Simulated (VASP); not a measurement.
# AlCo (Pm-3m) in VASP: vibrations by perturbation theory with PBE

Aim: the vibrations by perturbation theory of AlCo with PBE.

Program: VASP 6.6.1. These are calculated values, not measurements. Logs are shortened: lines on timing, memory, paths and dates and some standing lists are left out, and cuts for length are marked.

## Step 1: The cell of the first run

It takes space group Pm-3m (No. 221, cubic). The conventional cell has a = 2.854 Å, b = 2.854 Å, c = 2.854 Å, α = 90.00°, β = 90.00°, γ = 90.00°. Al (site symmetry m-3m) has 8 Co at 2.47 Å and 6 Al at 2.85 Å within 3.3 Å. Within 3.3 Å of Co (site symmetry m-3m) lie 8 Al at 2.47 Å and 6 Co at 2.85 Å.

## Step 2: Vibrations by perturbation theory, PBE

INCAR reads:

```
PREC = Accurate
ENCUT = 520
EDIFF = 1E-8
ISMEAR = -1
SIGMA = 0.15
LREAL = F
LASPH = T
NELM = 60
ALGO = Fast
ISIF = 2
LWAVE = F
LCHARG = F
GGA = PE
IBRION = 8
NSW = 1
```

KPOINTS reads:

```
Automatic mesh
0
Gamma
  20 20 20
```

POSCAR reads:

```
AlCo
1.0
    2.8541838283      0.0000000000      0.0000000000
    0.0000000000      2.8541838283      0.0000000000
    0.0000000000      0.0000000000      2.8541838283
Al Co
1 1
Direct
    0.0000000000      0.0000000000      0.0000000000
    0.5000000000      0.5000000000      0.5000000000
```

Potentials or basis: VASP PAW PBE potentials, release 64 (Al, Co).

Launch:

```
cat potpaw_PBE.64/Al/POTCAR potpaw_PBE.64/Co/POTCAR > POTCAR
mpirun -np 1 vasp_std > vasp.out
```

OUTCAR:

```text
PREC = Accurate
   ENCUT = 520
   EDIFF = 1E-8
   ISMEAR = -1
   LREAL = F
   LASPH = T
   NELM = 60
   ISIF = 2
   GGA = PE
   IBRION = 8
   NSW = 1

 ion  position               nearest neighbor table
   1  0.000  0.000  0.000-   2 2.47   2 2.47   2 2.47   2 2.47   2 2.47   2 2.47   2 2.47   2 2.47

   2  0.500  0.500  0.500-   1 2.47   1 2.47   1 2.47   1 2.47   1 2.47   1 2.47   1 2.47   1 2.47

  LATTYP: Found a simple cubic cell.
 ALAT       =     2.8541838283

  Lattice vectors:

 A1 = (   2.8541838283,   0.0000000000,   0.0000000000)
 A2 = (   0.0000000000,   2.8541838283,   0.0000000000)
 A3 = (   0.0000000000,   0.0000000000,   2.8541838283)

Analysis of symmetry for initial positions (statically):
=====================================================================
 Subroutine PRICEL returns:
 Original cell was already a primitive cell.

 Routine SETGRP: Setting up the symmetry group for a
 simple cubic supercell.

 Subroutine GETGRP returns: Found 48 space group operations
 (whereof 48 operations were pure point group operations)
 out of a pool of 48 trial point group operations.

The static configuration has the point symmetry O_h .

Analysis of symmetry for dynamics (positions and initial velocities):
=====================================================================
 Subroutine PRICEL returns:
 Original cell was already a primitive cell.

 Routine SETGRP: Setting up the symmetry group for a
 simple cubic supercell.

 Subroutine GETGRP returns: Found 48 space group operations
 (whereof 48 operations were pure point group operations)
 out of a pool of 48 trial point group operations.

The dynamic configuration has the point symmetry O_h .

 Subroutine INISYM returns: Found 48 space group operations
 (whereof 48 operations are pure point group operations),
 and found     1 'primitive' translations

----------------------------------------------------------------------------------------

                                     Primitive cell

  volume of cell :      23.2512

  direct lattice vectors                    reciprocal lattice vectors
     2.854183828  0.000000000  0.000000000     0.350362857  0.000000000  0.000000000
     0.000000000  2.854183828  0.000000000     0.000000000  0.350362857  0.000000000
     0.000000000  0.000000000  2.854183828     0.000000000  0.000000000  0.350362857

  length of vectors
     2.854183828  2.854183828  2.854183828     0.350362857  0.350362857  0.350362857

  position of ions in fractional coordinates (direct lattice)
     0.000000000  0.000000000  0.000000000
     0.500000000  0.500000000  0.500000000

  ion indices of the primitive-cell ions
   primitive index   ion index
                 1           1
                 2           2

----------------------------------------------------------------------------------------

 KPOINTS: Automatic mesh

Automatic generation of k-mesh.
 Grid dimensions read from file:
 generate k-points for:   20   20   20

 Generating k-lattice:

  Cartesian coordinates                     Fractional coordinates (reciprocal lattice)
     0.017518143  0.000000000  0.000000000     0.050000000  0.000000000  0.000000000
     0.000000000  0.017518143  0.000000000     0.000000000  0.050000000  0.000000000
     0.000000000  0.000000000  0.017518143     0.000000000  0.000000000  0.050000000

  Length of vectors
     0.017518143  0.017518143  0.017518143

[... 82 lines left out ...]
   LEPSILON=     F    determine dielectric tensor
   LRPA    =     F    only Hartree local field effects (RPA)
 non-spin polarized calculation
 RMM-DIIS sequential band-by-band and
  energy-cutoff  :      520.00
  volume of cell :       23.25
 maximum number of plane-waves:       647
 NGX is ok and might be reduce to    24
   NGX = 11   NGY = 11   NGZ = 11

--------------------------------------- Ionic step        1  -------------------------------------------

 number of electron      11.9999996 magnetization

 Free energy of the ion-electron system (eV)
  ---------------------------------------------------
  ext. energy  EPLUGINS =         0.00000000
  ---------------------------------------------------
  free energy    TOTEN  =       -12.02177081 eV

  energy without entropy =      -11.95148409  energy(sigma->0) =      -11.98662745

 E-fermi :  10.4326     XC(G=0): -12.2437

 val. band max:       10.4234110765   @ k =   0.5000   0.4000   0.0500
 cond. band min:      10.4398510073   @ k =   0.4000   0.4000   0.4000
 fundamental gap:      0.0164399308
 Fermi energy:        10.4325637227

 k-point     1 :       0.0000    0.0000    0.0000
  band No.  band energies     occupation
      1      -0.5286      2.00000
      2       7.5778      2.00000
      3       7.5778      2.00000
      4       9.6792      1.98691
      5       9.6792      1.98691
      6       9.6792      1.98691
      7      16.4591      0.00000
      8      16.4591      0.00000
      9      16.4591      0.00000
     10      19.2329      0.00000
[... 287 lines left out ...]
 k-point    24 :       0.2000    0.1000    0.0000
  band No.  band energies     occupation
      1       0.4037      2.00000
      2       7.4397      2.00000
      3       7.7646      2.00000
      4       9.2120      1.99942
      5       9.3517      1.99852
      6       9.6292      1.99060
      7      13.0090      0.00000
      8      15.8349      0.00000
      9      17.6996      0.00000
     10      20.0737      0.00000

 [... further k-points ...]

------------------------ aborting loop because EDIFF is reached ----------------------------------------

  FORCE on cell =-STRESS in cart. coord.  units (eV):
  Direction    XX          YY          ZZ          XY          YZ          ZX
  --------------------------------------------------------------------------------------
  -------------------------------------------------------------------------------------
  Total       -0.0099621     -0.0099621     -0.0099621     -0.0000000     -0.0000000      0.0000000
  in kB       -0.6864596     -0.6864596     -0.6864596     -0.0000000     -0.0000000      0.0000000
  external PRESSURE =      -0.6864596 kB  Pullay stress =       0.0000000 kB

 VOLUME and BASIS-vectors are now :
 -----------------------------------------------------------------------------
  energy-cutoff  :      520.00
  volume of cell :       23.25
      direct lattice vectors                 reciprocal lattice vectors
     2.854183828  0.000000000  0.000000000     0.350362857  0.000000000  0.000000000
     0.000000000  2.854183828  0.000000000     0.000000000  0.350362857  0.000000000
     0.000000000  0.000000000  2.854183828     0.000000000  0.000000000  0.350362857

 POSITION                                       TOTAL-FORCE (eV/Angst)
 -----------------------------------------------------------------------------------
      0.00000      0.00000      0.00000         0.000000      0.000000      0.000000
      1.42709      1.42709      1.42709         0.000000      0.000000      0.000000
 -----------------------------------------------------------------------------------
    total drift:                                0.000000      0.000000     -0.000000

  FREE ENERGIE OF THE ION-ELECTRON SYSTEM (eV)
  ---------------------------------------------------
  free  energy   TOTEN  =       -12.0217708052 eV

  energy  without entropy=      -11.9514840878  energy(sigma->0) =      -11.98662745

[... ionic steps 2 to 3 ...]

--------------------------------------- Ionic step        4  -------------------------------------------

------------------------ aborting loop because EDIFF is reached ----------------------------------------

[... ionic steps 5 to 6 ...]

--------------------------------------- Ionic step        7  -------------------------------------------

 Free energy of the ion-electron system (eV)
  ---------------------------------------------------
  ---------------------------------------------------
  free energy    TOTEN  =        -0.16759871 eV

  energy without entropy =       -0.16759871

------------------------ aborting loop because EDIFF is reached ----------------------------------------

 INTERNAL STRAIN TENSOR  FOR ION    2  DIRECTION 1   (eV/Angst):
 -----------------------------------------------------------------------------
     0.02751  0.00000 -0.00000
     0.00000  0.01149  0.00000
    -0.00000  0.00000  0.01149

 INTERNAL STRAIN TENSOR FOR ION    2 for displacements in x,y,z  (eV/Angst):
          X           Y           Z          XY          YZ          ZX
  --------------------------------------------------------------------------------
  x     0.00000     0.00000     0.00000     0.00000     0.00000     0.00000
  y     0.00000     0.00000     0.00000     0.00000     0.00000     0.00000
  z     0.00000     0.00000     0.00000     0.00000     0.00000     0.00000

 SECOND DERIVATIVES (NOT SYMMETRIZED)
 ------------------------------------
               1X          1Y          1Z          2X          2Y          2Z
  1X    -7.226306    0.000000   -0.000000    7.226306   -0.000000    0.000000
  1Y     0.000000   -7.226306    0.000000   -0.000000    7.226306   -0.000000
  1Z    -0.000000   -0.000000   -7.226306    0.000000    0.000000    7.226306
  2X     7.225264   -0.000000   -0.000000   -7.225264    0.000000    0.000000
  2Y    -0.000000    7.225264    0.000000    0.000000   -7.225264   -0.000000
  2Z     0.000000    0.000000    7.225264   -0.000000   -0.000000   -7.225264

 Eigenvectors and eigenvalues of the dynamical matrix
 ----------------------------------------------------

   1 f  =    9.768385 THz    61.376571 2PiTHz  325.838240 cm-1    40.398775 meV
             X         Y         Z           dx          dy          dz
      0.000000  0.000000  0.000000     0.828242    0.000000   -0.000000
      1.427092  1.427092  1.427092    -0.560371    0.000000    0.000000
[... 21 lines left out ...]
   6 f/i=    0.000327 THz     0.002054 2PiTHz    0.010904 cm-1     0.001352 meV
             X         Y         Z           dx          dy          dz
      0.000000  0.000000  0.000000    -0.000000   -0.000000   -0.560371
      1.427092  1.427092  1.427092     0.000000    0.000000   -0.828242

--------------------------------------------------------------------------------------------------------

 ELASTIC MODULI CONTR FROM IONIC RELAXATION (kBar)
 Direction    XX          YY          ZZ          XY          YZ          ZX
 --------------------------------------------------------------------------------
 XX           0.0000      0.0000      0.0000      0.0000      0.0000      0.0000
 YY           0.0000      0.0000      0.0000      0.0000      0.0000      0.0000
 ZZ           0.0000      0.0000      0.0000      0.0000      0.0000      0.0000
 XY           0.0000      0.0000      0.0000      0.0000      0.0000      0.0000
 YZ           0.0000      0.0000      0.0000      0.0000      0.0000      0.0000
 ZX           0.0000      0.0000      0.0000      0.0000      0.0000      0.0000
 --------------------------------------------------------------------------------
```

Wall time 5.4 min (1 thread of Intel Xeon 8259CL, shared host); peak memory 0.5 GiB.

What came out:

| Quantity | Value |
| --- | --- |
| Highest phonon frequency at Γ | 326 cm⁻¹ |

Phonon frequencies in cm⁻¹ (negative: imaginary):
```
              q point        frequencies
(0.000, 0.000, 0.000)  0 0 0 326 326 326
```

Caveat: the run has no spin polarisation, though such a crystal can be magnetic. Spin polarisation is off, so any magnetic state and its effect on volume and gap are missing.
